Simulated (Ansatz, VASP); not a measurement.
## Zn4SeS3 in VASP and in Ansatz

```
Zn Se S
1.0
     5.40298    0.00000    0.00000
     0.00000    5.40298    0.00000
     0.00000    0.00000    5.40298
Zn Se S
4 1 3
Direct
  0.74339 0.74339 0.74339
  0.74339 0.25661 0.25661
  0.25661 0.74339 0.25661
  0.25661 0.25661 0.74339
  0.00000 0.00000 0.00000
  0.50000 0.50000 0.00000
  0.50000 0.00000 0.50000
  0.00000 0.50000 0.50000
```

Alike in both runs: functional PBE; k mesh 6 × 6 × 6; occupations gaussian, width 0.02 eV; no spin polarisation.

Ansatz relaxed the structure, and its values are those at the end. VASP's run is a single point on that final structure, the one shown.

```csv
,VASP,Ansatz
version,VASP 6.6.1,Ansatz 0.2.0
potentials or method,"VASP PAW PBE potentials, release 64 (Zn, Se, S), cutoff 520 eV","scalar-relativistic, plane waves, PAW"
valence electrons in the cell,72,82
```

```csv
,VASP,Ansatz,Ansatz less VASP
gap on the k mesh at the Fermi level (eV),1.98,1.97,-0.005
least direct gap on the mesh (eV),1.98,1.97,-0.005
pressure (GPa),4.9,4.7,-0.21
rms of the force components (eV/Å),0.006,0.004,-0.0027
```

VASP's potentials hold 72 valence electrons a cell and Ansatz's 82, so a difference there can come from the potentials and not from the codes. Ansatz's warnings: stress scf threshold loose.
